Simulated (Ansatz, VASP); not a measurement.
**Two plane-wave programs on Be3Zn2Se5**

```
CELL_PARAMETERS angstrom
-1.89968 1.89968 13.65553
1.89968 -1.89968 13.65553
1.89968 1.89968 -13.65553
ATOMIC_POSITIONS crystal
Be 0.00000 0.00000 0.00000
Be 0.59212 0.59212 0.00000
Be 0.40788 0.40788 0.00000
Zn 0.19397 0.19397 0.00000
Zn 0.80603 0.80603 0.00000
Se 0.63742 0.13742 0.50000
Se 0.25000 0.75000 0.50000
Se 0.86258 0.36258 0.50000
Se 0.45400 0.95400 0.50000
Se 0.04600 0.54600 0.50000
```

Alike in both runs: task single point; functional PBE; k mesh 6 × 6 × 6; occupations gaussian, width 0.1 eV; no spin polarisation.

```csv
,VASP,Ansatz
version,VASP 6.6.1,Ansatz 0.2.0
potentials or method,"VASP PAW PBE potentials, release 64 (Be, Zn, Se), cutoff 520 eV","scalar-relativistic, plane waves, PAW"
valence electrons in the cell,60,110
```

```csv
,VASP,Ansatz,Ansatz less VASP
gap on the k mesh at the Fermi level (eV),2.36,2.36,-0.003
least direct gap on the mesh (eV),2.36,2.36,-0.003
pressure (GPa),0.2,0.0,-0.19
rms of the force components (eV/Å),0.004,0.001,-0.0033
```

Atom by atom the forces differ by 0.003 eV/Å (rms over components). With one functional, cell and mesh, what is left measures potentials, basis and numerics. VASP's potentials hold 60 valence electrons a cell and Ansatz's 110, so a difference there can come from the potentials and not from the codes.
